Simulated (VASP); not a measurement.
TaO5:

```
Ta O
1.0
     4.01148    0.00000    0.00000
    -2.00574    3.47404    0.00000
     0.00000    0.00000    4.88452
Ta O
1 5
Direct
  0.00000 0.00000 0.00000
  0.00000 0.00000 0.35859
  0.00000 0.00000 0.64141
  0.62156 0.00000 0.50000
  0.00000 0.62156 0.50000
  0.37844 0.37844 0.50000
```

```yaml
Program: VASP 6.6.1
Task: relaxation of cell and atoms
Functional: PBE
Potentials_or_basis: VASP PAW PBE potentials, release 64 (Ta_sv_GW, O)
Cutoff: 600 eV
k_mesh: 6 × 6 × 4
Occupations: gaussian, width 0.1 eV
Spin: no spin polarisation
```

At the start: pressure 60.9 GPa; volume 11.35 Å³/atom.

Problem. How do energy, volume and symmetry change on relaxing?

Solution. Over 19 steps the energy falls by 1922.1 meV/atom and the volume is 12.74 Å³/atom (+12.3 %); space group P-62m (No. 189, to 0.05 Å).

Step by step:
```
step  energy change (eV)  largest force (eV/Å)  pressure (GPa)  volume (Å³)
   1              0.0000                9.0324           60.93        68.07
   2             -7.0314                3.5064          -16.97       119.78
   3             -8.1300                2.5786           -6.58        98.34
   4             -8.1293                2.5777           -6.05        97.66
   5             -8.2359                4.1919            6.93        91.71
   6             -8.4175                0.9537            0.35        94.22
   7             -8.8656                0.6677           -0.32        91.60
   8            -10.3771                0.4594           -0.30        83.00
   9             -9.8725                0.5669           29.02        63.57
  10            -11.2673                0.3637            4.81        76.38
  11            -11.2587                0.5230           14.03        69.65
  12            -11.4157                0.4610            9.26        72.57
  13            -10.9127                3.7806          -15.49        79.11
  14            -11.4870                0.9714            1.74        74.28
  15            -11.4873                0.8927            2.16        74.18
  16            -11.5318                0.0140           -0.53        76.77
  17            -11.5323                0.0720           -0.31        76.53
  18            -11.5321                0.1147            0.54        76.27
  19            -11.5325                0.0157            0.03        76.43
```

Final structure:
```
Ta O
1.0
     3.55405    0.00000    0.00000
    -1.77703    3.07790    0.00000
     0.00000    0.00000    6.98647
Ta O
1 5
Direct
  0.00000 0.00000 0.00000
  0.00000 0.00000 0.25674
  0.00000 0.00000 0.74326
  0.49191 0.00000 0.50000
  0.00000 0.49191 0.50000
  0.50809 0.50809 0.50000
```

Caveat: an odd number of electrons without spin polarisation forces a metal; a magnetic or distorted state may lie lower.
